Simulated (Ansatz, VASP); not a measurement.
# One calculation of Sb, two programs

```
Sb
1.0
     2.15420    1.24373    3.75800
    -2.15420    1.24373    3.75800
     0.00000   -2.48746    3.75800
Sb
2
Direct
  0.76651 0.76651 0.76651
  0.23349 0.23349 0.23349
```

Alike in both runs: task single point; functional PBE-based screened hybrid; k mesh 4 × 4 × 4; occupations fermi-dirac, width 0.05 eV; no spin polarisation.

|  | VASP | Ansatz |
| --- | --- | --- |
| version | VASP 6.6.1 | Ansatz 0.2.0 |
| potentials or method | VASP PAW PBE potentials, release 64 (Sb), cutoff 520 eV | all-electron PAW datasets made for the crystal |

VASP gave:

| Item | Value |
| --- | --- |
| gap on the k mesh at the Fermi level (eV) | 0.31 |
| least direct gap on the mesh (eV) | 0.34 |
| pressure (GPa) | 0.5 |
| traceless stress, the component that is largest in VASP (GPa) | -0.50 |
| rms of the force components (eV/Å) | 0.184 |

**Question.** Which values does Ansatz return?

**Answer.** gap on the k mesh at the Fermi level (eV): 0.29; least direct gap on the mesh (eV): 0.36; pressure (GPa): 1.1; traceless stress, the component that is largest in VASP (GPa): -0.56; rms of the force components (eV/Å): 0.156.

VASP's potentials were made for PBE, not for PBE-based screened hybrid. Atom by atom the forces differ by 0.028 eV/Å (rms over components). Ansatz ran all-electron here, and VASP with PAW potentials.

The k mesh is coarse, so the values compare programs but aren't converged. Neither program's run includes spin-orbit coupling. Noted on Ansatz's run: the program warned that the printed levels may be off, so bands, gaps and densities of states are rough.
